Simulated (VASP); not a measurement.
Input of a VASP 6.6.1 run:

File INCAR:

```
SYSTEM = Na3SF
  ALGO = Normal
  EDIFF = 1E-6
  ENCUT = 520
  GGA = PE
  ISIF = 2
  ISMEAR = 0
  LASPH = .True.
  LCHARG = .True.
  LELF = .True.
  LREAL = .False.
  LVHAR = .True.
  LWAVE = .False.
  NBANDS = 45
  NELM = 60
  PREC = Accurate
  SIGMA = 0.1
```

File KPOINTS:

```
k-points
0
Gamma
  4 4 4
  0 0 0
```

Contents of POSCAR:

```
Na3SF
1.0
    6.5205509800      0.0000000000      0.0000000000
    0.0000000000      6.5205509800      0.0000000000
    0.0000000000      0.0000000000      4.6107258100
Na S F
6 2 2
Direct
    0.7697460800      0.2697460800      0.0000000000
    0.7302539200      0.7697460800      0.0000000000
    0.5000000000      0.5000000000      0.5000000000
    0.2302539200      0.7302539200      0.0000000000
    0.2697460800      0.2302539200      0.0000000000
    0.0000000000      0.0000000000      0.5000000000
    0.0000000000      0.5000000000      0.5000000000
    0.5000000000      0.0000000000      0.5000000000
    0.5000000000      0.5000000000      0.0000000000
    0.0000000000      0.0000000000      0.0000000000
```

Potentials or basis: VASP PAW PBE potentials, release 64 (Na_pv, S, F).

Launch:

```bash
$ cat potpaw_PBE.64/Na_pv/POTCAR potpaw_PBE.64/S/POTCAR potpaw_PBE.64/F/POTCAR > POTCAR
$ mpirun -np 1 vasp_std > vasp.out
```

Problem. Estimate the pressure.

Solution. -3.0 GPa.

Problem. What does it give for the largest force?

Solution. 0.088 eV/Å.

Forces in eV/Å, atoms in the order of the input:
```
Na   0.062  0.062  0.000
Na  -0.062  0.062  0.000
Na   0.000  0.000  0.000
Na  -0.062 -0.062  0.000
Na   0.062 -0.062  0.000
Na   0.000  0.000  0.000
S    0.000  0.000  0.000
S    0.000  0.000  0.000
F    0.000  0.000  0.000
F    0.000  0.000  0.000
```
